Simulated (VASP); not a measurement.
# ZnS (I-4m2) in VASP: notebook

The runs below take ZnS through single point, with r2SCAN.

Program: VASP 6.6.1. These are calculated values, not measurements. Logs are shortened: lines on timing, memory, paths and dates and some standing lists are left out, and cuts for length are marked.

## (1) The cell of the first run

It takes space group I-4m2 (No. 119, tetragonal). The conventional cell has a = 3.811 Å, b = 3.811 Å, c = 4.581 Å, α = 90.00°, β = 90.00°, γ = 90.00°. Zn (site symmetry -4m2) has 4 S at 2.22 Å within 2.9 Å. Within 2.9 Å of S (site symmetry -4m2) lie 4 Zn at 2.22 Å.

## (2) Single point, r2SCAN (strain -0.1500 x Voigt [0, 0, 1, 0, 0, 0])

Input file POSCAR:

```
ZnS
1.0
    0.0000000000      2.6945131942      2.2903362151
    2.6945131942      0.0000000000      2.2903362151
    2.6945131942      2.6945131942      0.0000000000
Zn S
1 1
Direct
    0.0000000000      0.0000000000      0.0000000000
    0.7500000000      0.7500000000      0.7500000000
```

Input file INCAR.step1:

```
PREC = Accurate
ENCUT = 520
ISMEAR = 0
SIGMA = 0.05
LREAL = False
LASPH = True
NELM = 80
NBANDS = 16
GGA = PE
ALGO = Normal
EDIFF = 1E-4
LWAVE = True
LCHARG = False
```

Input file INCAR.step2:

```
PREC = Accurate
ENCUT = 520
EDIFF = 1E-6
ISMEAR = 0
SIGMA = 0.05
LREAL = False
LASPH = True
NELM = 80
ALGO = Normal
ISIF = 2
LWAVE = False
LCHARG = False
METAGGA = R2SCAN
LMIXTAU = True
NBANDS = 16
ISTART = 1
```

Input file KPOINTS:

```
regular mesh
0
Gamma
  8 8 8
```

Potentials or basis: VASP PAW PBE potentials, release 64 (Zn, S).

Started as:

```console
> cat potpaw_PBE.64/Zn/POTCAR potpaw_PBE.64/S/POTCAR > POTCAR
> cp INCAR.step1 INCAR
> mpirun -np 1 vasp_std > vasp.out
> cp INCAR.step2 INCAR
> mpirun -np 1 vasp_std > vasp.out
```

OUTCAR:

```text
PREC = Accurate
   ENCUT = 520
   EDIFF = 1E-6
   ISMEAR = 0
   LREAL = False
   LASPH = True
   NELM = 80
   ISIF = 2
   METAGGA = R2SCAN
   ISTART = 1

 ion  position               nearest neighbor table
   1  0.000  0.000  0.000-   2 2.22   2 2.22   2 2.22   2 2.22
   2  0.750  0.750  0.750-   1 2.22   1 2.22   1 2.22   1 2.22

  LATTYP: Found a body centered tetragonal cell.
 ALAT       =     3.8106171032
 C/A-ratio  =     1.2020815280

  Lattice vectors:

 A1 = (   0.0000000000,  -2.6945131942,  -2.2903362151)
 A2 = (   0.0000000000,   2.6945131942,  -2.2903362151)
 A3 = (   2.6945131942,   0.0000000000,   2.2903362151)

Analysis of symmetry for initial positions (statically):
=====================================================================
 Subroutine PRICEL returns:
 Original cell was already a primitive cell.

 Routine SETGRP: Setting up the symmetry group for a
 body centered tetragonal supercell.

 Subroutine GETGRP returns: Found  8 space group operations
 (whereof  8 operations were pure point group operations)
 out of a pool of 16 trial point group operations.

The static configuration has the point symmetry D_2d.

Analysis of symmetry for dynamics (positions and initial velocities):
=====================================================================
 Subroutine PRICEL returns:
 Original cell was already a primitive cell.

 Routine SETGRP: Setting up the symmetry group for a
 body centered tetragonal supercell.

 Subroutine GETGRP returns: Found  8 space group operations
 (whereof  8 operations were pure point group operations)
 out of a pool of 16 trial point group operations.

The dynamic configuration has the point symmetry D_2d.

 Subroutine INISYM returns: Found  8 space group operations
 (whereof  8 operations are pure point group operations),
 and found     1 'primitive' translations

----------------------------------------------------------------------------------------

                                     Primitive cell

  volume of cell :      33.2575

  direct lattice vectors                    reciprocal lattice vectors
     0.000000000  2.694513194  2.290336215    -0.185562276  0.185562276  0.218308560
     2.694513194  0.000000000  2.290336215     0.185562276 -0.185562276  0.218308560
     2.694513194  2.694513194  0.000000000     0.185562276  0.185562276 -0.218308560

  length of vectors
     3.536388176  3.536388176  3.810617103     0.341358087  0.341358087  0.341358087

  position of ions in fractional coordinates (direct lattice)
     0.000000000  0.000000000  0.000000000
     0.750000000  0.750000000  0.750000000

  ion indices of the primitive-cell ions
   primitive index   ion index
                 1           1
                 2           2

----------------------------------------------------------------------------------------

 KPOINTS: regular mesh

Automatic generation of k-mesh.
 Grid dimensions read from file:
 generate k-points for:    8    8    8

 Generating k-lattice:

  Cartesian coordinates                     Fractional coordinates (reciprocal lattice)
    -0.023195284  0.023195284  0.027288570     0.125000000  0.000000000  0.000000000
     0.023195284 -0.023195284  0.027288570     0.000000000  0.125000000  0.000000000
     0.023195284  0.023195284 -0.027288570     0.000000000  0.000000000  0.125000000

  Length of vectors
     0.042669761  0.042669761  0.042669761

  Shift w.r.t. Gamma in fractional coordinates (k-lattice)
     0.000000000  0.000000000  0.000000000

 Subroutine IBZKPT returns following result:
 ===========================================

 Found     59 irreducible k-points:

 Following reciprocal coordinates:
            Coordinates               Weight
  0.000000  0.000000  0.000000      1.000000
  0.125000  0.000000  0.000000      8.000000
  0.250000  0.000000  0.000000      8.000000
  0.375000 -0.000000  0.000000      8.000000
  0.500000  0.000000  0.000000      4.000000
  0.125000  0.125000  0.000000      2.000000
[... 16 lines left out ...]
  0.250000 -0.000000  0.125000     16.000000
  0.375000 -0.000000  0.125000     16.000000
 [... further k-points ...]
   k-points           NKPTS =     59   k-points in BZ     NKDIM =     59   number of bands    NBANDS=     16
   number of dos      NEDOS =    301   number of ions     NIONS =      2
   total plane-waves  NPLWV =  21952
   dimension x,y,z NGX =    28 NGY =   28 NGZ =   28
   dimension x,y,z NGXF=    56 NGYF=   56 NGZF=   56
   ions per type =               1   1
   NGX,Y,Z   is equivalent  to a cutoff of  13.16, 13.16, 12.22 a.u.
   NGXF,Y,Z  is equivalent  to a cutoff of  26.33, 26.33, 24.43 a.u.
 SYSTEM =  unknown system
   PREC   = accura    normal or accurate (medium, high low for compatibility)
   ISTART =      1    job   : 0-new  1-cont  2-samecut
   ICHARG =      0    charge: 1-file 2-atom 10-const
   ISPIN  =      1    spin polarized calculation?
   LNONCOLLINEAR =      F non collinear calculations
   LSORBIT =      F    spin-orbit coupling
   LASPH  =      T    aspherical Exc in radial PAW
   ENCUT  =  520.0 eV  38.22 Ry    6.18 a.u.   6.58  6.58  7.09*2*pi/ulx,y,z
   NELM   =     80;   NELMIN=  2; NELMDL=  0     # of ELM steps
   EDIFF  = 0.1E-05   stopping-criterion for ELM
   LREAL  =      F    real-space projection
   EDIFFG = 0.1E-04   stopping-criterion for IOM
   NSW    =      0    number of steps for IOM
   IBRION =     -1    ionic relax: 0-MD 1-quasi-New 2-CG
   NFREE  =      0    steps in history (QN), initial steepest desc. (CG)
   ISIF   =      2    stress and relaxation
   ISYM   =      2    0-nonsym 1-usesym 2-fastsym
   POTIM  = 0.5000    time-step for ionic-motion
   TEBEG  =    0.0;   TEEND  =   0.0 temperature during run
   PSTRESS=    0.0 pullay stress
   NELECT =      18.0000    total number of electrons
   NUPDOWN=      -1.0000    fix difference up-down
   EMIN   =  10.00;   EMAX   =-10.00  energy-range for DOS
   EFERMI =   0.00;   METHOD = LEGACY
   ISMEAR =     0;   SIGMA  =   0.05  broadening in eV -4-tet -1-fermi 0-gaus
   EFERMI_NEDOS =   21; number of points for ismear=-14 and -15
   IALGO  =     38    algorithm
   IMIX   =      4    mixing-type and parameters
     AMIX     =   0.40;   BMIX     =  1.00
     AMIX_MAG =   1.60;   BMIX_MAG =  1.00
  volume/ion in A,a.u.               =      16.63       112.22
  Fermi-wavevector in a.u.,A,eV,Ry     =   1.334143  2.521165 24.217520  1.779938
  Thomas-Fermi vector in A             =   2.462947
   LORBIT       =      0    0 simple, 1 ext, 2 COOP (PROOUT), +10 PAW based schemes
   METAGGA = R2SCAN    functional components
   LHFCALC =     F    Hartree Fock is set to
   AEXX    =    0.0000 exact exchange contribution
   IVDW    =     0    specifies the selected vdW correction
   LEPSILON=     F    determine dielectric tensor
   LRPA    =     F    only Hartree local field effects (RPA)
 non-spin polarized calculation
 Gauss-broadening in eV      SIGMA  =   0.05
  energy-cutoff  :      520.00
  volume of cell :       33.26
 maximum number of plane-waves:       916
 NGX is ok and might be reduce to    28
   NGX = 13   NGY = 13   NGZ = 15

 number of electron      18.0000010 magnetization

 Free energy of the ion-electron system (eV)
  ---------------------------------------------------
  ext. energy  EPLUGINS =         0.00000000
  ---------------------------------------------------
  free energy    TOTEN  =       -18.53542651 eV

  energy without entropy =      -18.53542651  energy(sigma->0) =      -18.53542651

 E-fermi :   4.0584     XC(G=0): -11.1965

 val. band max:        3.8640059069   @ k =   0.0000   0.0000   0.0000
 cond. band min:       6.3414377924   @ k =   0.5000   0.5000   0.0000
 fundamental gap:      2.4774318855
 Fermi energy:         4.0583508669

 k-point     1 :       0.0000    0.0000    0.0000
  band No.  band energies     occupation
      1     -11.4053      2.00000
      2      -3.7162      2.00000
      3      -3.7162      2.00000
      4      -3.6318      2.00000
      5      -3.0096      2.00000
      6      -2.9218      2.00000
[... 8 lines left out ...]
     15      16.3166      0.00000
     16      17.4952      0.00000

 k-point     2 :       0.1250    0.0000    0.0000
  band No.  band energies     occupation
      1     -11.2440      2.00000
      2      -3.7288      2.00000
      3      -3.6956      2.00000
      4      -3.6044      2.00000
      5      -3.0034      2.00000
      6      -2.9291      2.00000
[... 8 lines left out ...]
     15      15.5329      0.00000
     16      18.1780      0.00000

 k-point     3 :       0.2500    0.0000    0.0000
  band No.  band energies     occupation
      1     -10.8153      2.00000
      2      -3.7373      2.00000
      3      -3.6572      2.00000
      4      -3.5216      2.00000
      5      -2.9703      2.00000
      6      -2.9399      2.00000
[... 8 lines left out ...]
     15      15.0495      0.00000
     16      18.1239      0.00000

 k-point     4 :       0.3750   -0.0000    0.0000
  band No.  band energies     occupation
      1     -10.3121      2.00000
      2      -3.6371      2.00000
      3      -3.6105      2.00000
      4      -3.4222      2.00000
      5      -2.9313      2.00000
      6      -2.9074      2.00000
[... 8 lines left out ...]
     15      17.1253      0.00000
     16      17.7113      0.00000
[... 324 lines left out ...]
 k-point    22 :       0.1250    0.0000    0.1250
  band No.  band energies     occupation
      1     -11.2107      2.00000
      2      -3.7567      2.00000
      3      -3.6813      2.00000
      4      -3.5576      2.00000
      5      -3.0209      2.00000
      6      -2.9241      2.00000
[... 8 lines left out ...]
     15      15.8672      0.00000
     16      18.5573      0.00000

 k-point    23 :       0.2500   -0.0000    0.1250
  band No.  band energies     occupation
      1     -10.8859      2.00000
      2      -3.7783      2.00000
      3      -3.6381      2.00000
      4      -3.4759      2.00000
      5      -3.0221      2.00000
      6      -2.9207      2.00000
[... 8 lines left out ...]
     15      15.8498      0.00000
     16      19.3109      0.00000

 k-point    24 :       0.3750   -0.0000    0.1250
  band No.  band energies     occupation
      1     -10.4018      2.00000
      2      -3.7114      2.00000
      3      -3.5927      2.00000
      4      -3.3884      2.00000
      5      -2.9862      2.00000
      6      -2.9009      2.00000
[... 8 lines left out ...]
     15      16.6540      0.00000
     16      18.8020      0.00000

 [... further k-points ...]
[... 5 lines left out ...]
  --------------------------------------------------------------------------------------
  -------------------------------------------------------------------------------------
  Total        3.3401917      3.3401917      3.9462175      0.0000000      0.0000000      0.0000000
  in kB      160.9133630    160.9133630    190.1085854      0.0000000      0.0000000      0.0000000
  external PRESSURE =     170.6451038 kB  Pullay stress =       0.0000000 kB

 VOLUME and BASIS-vectors are now :
 -----------------------------------------------------------------------------
  energy-cutoff  :      520.00
  volume of cell :       33.26
      direct lattice vectors                 reciprocal lattice vectors
     0.000000000  2.694513194  2.290336215    -0.185562276  0.185562276  0.218308560
     2.694513194  0.000000000  2.290336215     0.185562276 -0.185562276  0.218308560
     2.694513194  2.694513194  0.000000000     0.185562276  0.185562276 -0.218308560

 POSITION                                       TOTAL-FORCE (eV/Angst)
 -----------------------------------------------------------------------------------
      0.00000      0.00000      0.00000        -0.000000     -0.000000     -0.000000
      4.04177      4.04177      3.43550         0.000000      0.000000      0.000000
 -----------------------------------------------------------------------------------
    total drift:                               -0.000009     -0.000009     -0.000079

  FREE ENERGIE OF THE ION-ELECTRON SYSTEM (eV)
  ---------------------------------------------------
  free  energy   TOTEN  =       -18.5354265132 eV

  energy  without entropy=      -18.5354265132  energy(sigma->0) =      -18.53542651
```

It took 54 s on 1 thread of Intel Xeon 6975P-C (Granite Rapids), shared host; peak memory 0.17 GiB.

Results:

| Property | Result |
| --- | --- |
| Free energy | -18.5354 eV |
| Pressure | 17.1 GPa |
| Band gap on the k mesh | 2.48 eV, indirect (least direct gap 3.20 eV) |

Stress tensor (GPa, compression positive):
```
16.09  0.00  0.00
 0.00 16.09  0.00
 0.00  0.00 19.01
```

Caveat: the cell differs from its parent crystal (strain -0.1500 x Voigt [0, 0, 1, 0, 0, 0]); the PAW data sets were made with another functional, which shifts forces and pressure a little.

## (3) Single point, r2SCAN (strain -0.1125 x Voigt [0, 0, 1, 0, 0, 0])

Input file POSCAR:

```
ZnS
1.0
    0.0000000000      2.6945131942      2.3913804599
    2.6945131942      0.0000000000      2.3913804599
    2.6945131942      2.6945131942      0.0000000000
Zn S
1 1
Direct
    0.0000000000      0.0000000000      0.0000000000
    0.7500000000      0.7500000000      0.7500000000
```

Input file INCAR.step1:

```
SYSTEM = ZnS
PREC = Accurate
ENCUT = 520
ISMEAR = 0
SIGMA = 0.05
LREAL = .False.
LASPH = .True.
NELM = 60
NBANDS = 16
GGA = PE
ALGO = Normal
EDIFF = 1E-4
LWAVE = .True.
LCHARG = .False.
```

Input file INCAR.step2:

```
SYSTEM = ZnS
PREC = Accurate
ENCUT = 520
EDIFF = 1E-6
ISMEAR = 0
SIGMA = 0.05
LREAL = .False.
LASPH = .True.
NELM = 60
ALGO = Normal
ISIF = 2
LWAVE = .False.
LCHARG = .False.
METAGGA = R2SCAN
LMIXTAU = .True.
NBANDS = 16
ISTART = 1
```

Input file KPOINTS:

```
regular mesh
0
Gamma
  8 8 8
  0 0 0
```

Potentials or basis: VASP PAW PBE potentials, release 64 (Zn, S).

Started as:

```console
> cat potpaw_PBE.64/Zn/POTCAR potpaw_PBE.64/S/POTCAR > POTCAR
> cp INCAR.step1 INCAR
> mpirun -np 1 vasp_std > vasp.out
> cp INCAR.step2 INCAR
> mpirun -np 1 vasp_std > vasp.out
```

Run time: 55 s. Hardware: 1 thread of Intel Xeon 6975P-C (Granite Rapids), shared host; peak memory 0.17 GiB.

It converged, with:

| Quantity | Value |
| --- | --- |
| Free energy | -18.6854 eV |
| Pressure | 11.6 GPa |
| Band gap on the k mesh | 2.78 eV, indirect (least direct gap 3.04 eV) |

Stress tensor (GPa, compression positive):
```
10.61  0.00  0.00
 0.00 10.61  0.00
 0.00  0.00 13.68
```

Levels at points of the mesh, in eV from the valence-band top:
| k point | band 5 | band 6 | band 7 | band 8 | band 9 | band 10 | band 11 | band 12 | band 13 | band 14 |
| --- | --- | --- | --- | --- | --- | --- | --- | --- | --- | --- |
| (0.00, 0.00, 0.00) | -6.63 | -6.58 | -0.37 | -0.37 | 0.00 | 3.04 | 6.64 | 6.64 | 6.70 | 11.16 |
| (0.50, 0.00, 0.00) | -6.53 | -6.46 | -6.27 | -1.65 | -0.97 | 3.60 | 6.51 | 8.01 | 9.82 | 13.01 |
| (0.50, 0.50, 0.00) | -6.48 | -6.17 | -4.83 | -3.45 | -3.45 | 2.78 | 3.34 | 13.29 | 13.29 | 13.58 |
| (0.50, 0.00, 0.50) | -6.53 | -6.43 | -5.55 | -2.88 | -2.53 | 3.51 | 4.67 | 11.94 | 12.63 | 13.00 |

Caveat: the cell differs from its parent crystal (strain -0.1125 x Voigt [0, 0, 1, 0, 0, 0]); the PAW data sets were made with another functional, which shifts forces and pressure a little. A k mesh can miss the band edges.
